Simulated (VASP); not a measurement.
CO2, 6 atoms in the cell. Symmetry: I-42d, No. 122, tetragonal system. The conventional cell has a = 3.970 Å, b = 3.970 Å, c = 5.957 Å, α = 90.00°, β = 90.00°, γ = 90.00°. C (site symmetry -4) has 4 O at 1.40 Å within 1.9 Å. O (site symmetry 2) has 2 C at 1.40 Å within 1.9 Å.  This cell differs from its parent crystal: volume scaled by 1.03, then relaxed in part.

```yaml
Program: VASP 6.6.1
Task: single point
Functional: PBEsol
Potentials_or_basis: VASP PAW PBE potentials, release 64 (C, O)
Cutoff: 520 eV
k_mesh: 8 × 8 × 8
Occupations: gaussian, width 0.02 eV
Spin: no spin polarisation
Dipole_correction: no
Further_INCAR_settings: ALGO = Normal; EDIFF = 1e-06; NBANDS = 25
```

Potentials or basis: VASP PAW PBE potentials, release 64 (C, O).

Run with:

```bash
$ cat potpaw_PBE.64/C/POTCAR potpaw_PBE.64/O/POTCAR > POTCAR
$ mpirun -np 1 vasp_std > vasp.out
```

Hardware: 1 thread of Intel(R) Xeon(R) 6975P-C (Granite Rapids), on a shared host.

Q: How long does it take, and how much memory?

A: Wall time 31 s on 1 thread of Intel(R) Xeon(R) 6975P-C (Granite Rapids), on a shared host, peak memory 0.18 GiB. Counts: scf iterations 13, k points 59.
